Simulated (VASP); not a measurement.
Here is a VASP 6.6.1 calculation.

Contents of INCAR:

```
SYSTEM = Sn
  PREC = Accurate
  ENCUT = 500
  EDIFF = 1E-6
  ISMEAR = -1
  SIGMA = 0.15
  LREAL = .FALSE.
  LASPH = .TRUE.
  NELM = 120
  ALGO = Normal
  ISIF = 2
  LWAVE = .FALSE.
  LCHARG = .TRUE.
  GGA = PS
  LELF = .TRUE.
  LVHAR = .TRUE.
  NBANDS = 13
  GGA_COMPAT = .FALSE.
```

The input KPOINTS:

```
Automatic mesh
0
G
  10 10 10
  0 0 0
```

The input POSCAR:

```
Sn
1.0
   -1.8946520000      1.8946520000      1.8946520000
    1.8946520000     -1.8946520000      1.8946520000
    1.8946520000      1.8946520000     -1.8946520000
Sn
1
Direct
    0.0000000000      0.0000000000      0.0000000000
```

Potentials or basis: VASP PAW PBE potentials, release 64 (Sn_d).

Command:

```bash
$ cat potpaw_PBE.64/Sn_d/POTCAR > POTCAR
$ mpirun -np 1 vasp_std > vasp.out
```

**Question.** What does it give for the pressure?

**Answer.** -2.0 GPa.

**Question.** Predict the band gap on the k mesh.

**Answer.** Zero (bands 7 and 8 overlap by 10.22 eV).

Caveat: the PAW data sets were made with another functional, which shifts forces and pressure a little; spin-orbit coupling is left out, which moves the levels of the heavy elements.
